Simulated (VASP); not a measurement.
Write the native input for VASP 6.6.1 that does the following.

```
Task                   : single point
Functional             : PBE
Potentials or basis    : VASP PAW PBE potentials, release 64 (Li_sv, Ta_pv, O)
Cutoff                 : 520 eV
k mesh                 : 4 × 4 × 4
Occupations            : gaussian, width 0.1 eV
Spin                   : collinear spin
Starting moments       : [0.0, 0.0, 0.0, 0.0, 1.0, 0.0] μB
Dipole correction      : no
Further INCAR settings : ALGO = Normal; EDIFF = 1e-06; NBANDS = 28
```

The structure of Li4TaO lies in POSCAR:

```
Li4TaO
1.0
    7.2442760169      0.0000000000      0.0000000000
    0.0000000000      7.2442760169      0.0000000000
    0.0000000000      0.0000000000      3.8993441380
Li Ta O
4 1 1
Direct
    0.7990652214      0.5000000000      0.0000000000
    0.2009347786      0.5000000000      0.0000000000
    0.5000000000      0.7990652214      0.0000000000
    0.5000000000      0.2009347786      0.0000000000
    0.5000000000      0.5000000000      0.5000000000
    0.5000000000      0.5000000000      0.0000000000
```

The cell was built from a structure type or drawn by symmetry, and may not be a known phase.

The input as run:

INCAR

```
SYSTEM = Li4TaO
ALGO = Normal
EDIFF = 1E-6
ENCUT = 520
GGA = PE
ISIF = 2
ISMEAR = 0
ISPIN = 2
LASPH = .True.
LCHARG = .False.
LMAXMIX = 4
LORBIT = 11
LREAL = .False.
LWAVE = .False.
MAGMOM = 0 0 0 0 1 0
NBANDS = 28
NELM = 150
PREC = Accurate
SIGMA = 0.1
```

KPOINTS

```
k-points
0
Gamma
  4 4 4
  0 0 0
```

Potentials or basis: VASP PAW PBE potentials, release 64 (Li_sv, Ta_pv, O).

Launch:

```console
$ cat potpaw_PBE.64/Li_sv/POTCAR potpaw_PBE.64/Ta_pv/POTCAR potpaw_PBE.64/O/POTCAR > POTCAR
$ mpirun -np 1 vasp_std > vasp.out
```

Results of the run:

| Quantity | Value |
| --- | --- |
| Largest force | 0.055 eV/Å |
| Net moment | 2.22 μB per cell |
| Site moments | Li +0.01; Ta +1.38; O -0.07 μB |
| Valence electrons inside the program's atomic spheres | Li 2.06; Ta 8.89; O 5.08 |

Caveat: the k points lie up to 0.40 Å⁻¹ apart.

It took 4.9 min on 1 thread of Intel(R) Xeon(R) Platinum 8488C (Sapphire Rapids) (shared host), peak memory 0.43 GiB.
